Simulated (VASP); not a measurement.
**ZnS: single point with r2SCAN+rVV10**

Crystal: ZnS.

```
Zn S
1.0
     3.94439    0.00000    0.00000
    -1.97220    3.41594    0.00000
     0.00000    0.00000    5.76768
Zn S
2 2
Direct
  0.33333 0.66667 0.25000
  0.66667 0.33333 0.75000
  0.66667 0.33333 0.25000
  0.33333 0.66667 0.75000
```

```
Program                : VASP 6.6.1
Task                   : single point
Functional             : r2SCAN
Dispersion             : rVV10
Potentials or basis    : VASP PAW PBE potentials, release 64 (Zn, S)
Cutoff                 : 550 eV
k mesh                 : 12 × 12 × 6
Occupations            : fermi-dirac, width 0.03 eV
Spin                   : no spin polarisation
Dipole correction      : no
Further INCAR settings : ALGO = Normal; EDIFF = 1e-06; NBANDS = 26
```

```
Pressure               : 0.2 GPa
Band gap on the k mesh : 1.82 eV
```

Levels at points of the mesh, in eV from the valence-band top:
```tsv
k point	band 16	band 17	band 18	band 19	band 20	band 21
(0.00, 0.00, 0.00)	-0.44	-0.44	0.00	1.82	2.57	6.04
(0.50, 0.00, 0.00)	-2.76	-1.68	-1.29	2.79	4.63	5.92
(0.00, 0.00, 0.50)	-0.88	-0.88	-0.88	3.21	3.21	6.37
(0.50, 0.00, 0.50)	-2.34	-0.77	-0.77	4.00	4.00	4.97
```

Run time: 12 min on 1 thread of AMD EPYC 9R45 (Zen 5), with other jobs on the host, peak memory 0.43 GiB.

Caveat: the PAW data sets were made with another functional, which shifts forces and pressure a little. A k mesh can miss the band edges.
